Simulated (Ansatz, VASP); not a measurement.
# One calculation of AgI, two programs

POSCAR

```
AgI
1.0
    4.6741261156      0.0000000000      0.0000000000
   -2.3370630578      4.0479119566      0.0000000000
    0.0000000000      0.0000000000      7.5520425119
Ag I
2 2
Direct
    0.3333333333      0.6666666667     -0.0015743733
    0.6666666667      0.3333333333      0.4984256267
    0.3333333333      0.6666666667      0.3765743733
    0.6666666667      0.3333333333      0.8765743733
```

File INCAR.step1:

```
  PREC = Accurate
  ENCUT = 400
  EDIFF = 1E-5
  ISMEAR = 0
  SIGMA = 0.01
  LREAL = F
  LASPH = T
  NELM = 120
  ALGO = Normal
  ISIF = 2
  LWAVE = T
  LCHARG = F
  GGA = PE
  NBANDS = 26
  GGA_COMPAT = F
  KPAR = 4
```

File INCAR.step2:

```
  PREC = Accurate
  ENCUT = 400
  EDIFF = 1E-6
  ISMEAR = 0
  SIGMA = 0.01
  LREAL = F
  LASPH = T
  NELM = 120
  ALGO = Normal
  ISIF = 2
  LWAVE = F
  LCHARG = F
  GGA = PE
  LHFCALC = T
  HFSCREEN = 0.2079
  PRECFOCK = Normal
  ISTART = 1
  NBANDS = 26
  GGA_COMPAT = F
  KPAR = 4
```

File KPOINTS:

```
regular mesh
0
Gamma
  6 6 2
```

Input for Ansatz:

```yaml
crystal:
  lattice:
    - [4.6741261156, 0.0, 0.0]
    - [-2.3370630578, 4.0479119566, 0.0]
    - [0.0, 0.0, 7.5520425119]
  atoms:
    - { symbol: Ag, position: [0.3333333333, 0.6666666667, -0.0015743733] }
    - { symbol: Ag, position: [0.6666666667, 0.3333333333, 0.4984256267] }
    - { symbol: I, position: [0.3333333333, 0.6666666667, 0.3765743733] }
    - { symbol: I, position: [0.6666666667, 0.3333333333, 0.8765743733] }
kpoints:
  mp_grid: { grid: [6, 6, 2] }
  band_path:
    path:
      - [0.0, 0.0, 0.0]
      - [0.5, 0.0, 0.0]
      - [0.3333333333, 0.3333333333, 0.0]
      - [0.0, 0.0, 0.5]
      - [0.5, 0.0, 0.5]
      - [0.3333333333, 0.3333333333, 0.5]
    npoints: 1
hamiltonian:
  xc: hse06
scf:
  occupations: { method: fixed }
  n_extra_bands: 5
output:
  forces: true
  stress: true
  eigenvalues: true
```

Change from the starting cell: epitaxial_xy strain +0.5%.

Alike in both runs: task single point; functional HSE06; k mesh 6 × 6 × 2; no spin polarisation.

|  | VASP | Ansatz |
| --- | --- | --- |
| version | VASP 6.6.1 | Ansatz 0.2.0 |
| potentials or method | VASP PAW PBE potentials, release 64 (Ag, I) | plane waves, PAW |
| plane-wave cutoff (eV) | 400 | 420 |
| occupations | gaussian, width 0.01 eV | fixed |
| valence electrons in the cell | 36 | 72 |

VASP gave:

| Quantity | Value |
| --- | --- |
| gap on the k mesh at the Fermi level (eV) | 2.51 |
| pressure (GPa) | 0.2 |
| traceless stress, the component that is largest in VASP (GPa) | 0.12 |

Question: What did Ansatz give for the same quantities?

Answer: gap on the k mesh at the Fermi level (eV): 2.54; pressure (GPa): 0.4; traceless stress, the component that is largest in VASP (GPa): 0.12.

VASP's potentials hold 36 valence electrons a cell and Ansatz's 72, so a difference there can come from the potentials and not from the codes. Ansatz's warnings: stress exchange threshold loose, stress scf threshold loose.

Spin-orbit coupling is off throughout.
